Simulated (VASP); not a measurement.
Wanted: the native input for a VASP 6.6.1 run.

```
Task                   : single point
Functional             : PBE
Potentials or basis    : VASP PAW PBE potentials, release 64 (Ba_sv, Te)
Cutoff                 : 520 eV
k mesh                 : 6 × 6 × 6
Occupations            : fermi-dirac, width 0.02 eV
Spin                   : no spin polarisation
Dipole correction      : no
Further INCAR settings : ALGO = Normal; EDIFF = 1e-07; NBANDS = 15
```

The structure of BaTe lies in POSCAR:

```
BaTe
1.0
    0.0000000000      3.5323868426      3.5323868426
    3.5323868426      0.0000000000      3.5323868426
    3.5323868426      3.5323868426      0.0000000000
Ba Te
1 1
Direct
    0.0000000000      0.0000000000      0.0000000000
    0.5000000000      0.5000000000      0.5000000000
```

These files were run (other wordings do the same):

INCAR

```
  PREC = Accurate
  ENCUT = 520
  EDIFF = 1E-7
  ISMEAR = -1
  SIGMA = 0.02
  LREAL = F
  LASPH = T
  NELM = 80
  ALGO = Normal
  ISIF = 2
  LWAVE = F
  LCHARG = F
  GGA = PE
  NBANDS = 15
```

KPOINTS

```
Automatic mesh
0
Gamma
  6 6 6
```

Potentials or basis: VASP PAW PBE potentials, release 64 (Ba_sv, Te).

Launch:

```sh
$ cat potpaw_PBE.64/Ba_sv/POTCAR potpaw_PBE.64/Te/POTCAR > POTCAR
$ mpirun -np 1 vasp_std > vasp.out
```

It gave:

```
Pressure               : 0.3 GPa
Band gap on the k mesh : 1.58 eV (least direct gap 1.96 eV)
```

Caveat: spin-orbit coupling is left out, which moves the levels of the heavy elements.

Wall time 15 s on 1 thread of Intel(R) Xeon(R) 6975P-C (Granite Rapids), on a shared host, peak memory 0.23 GiB.
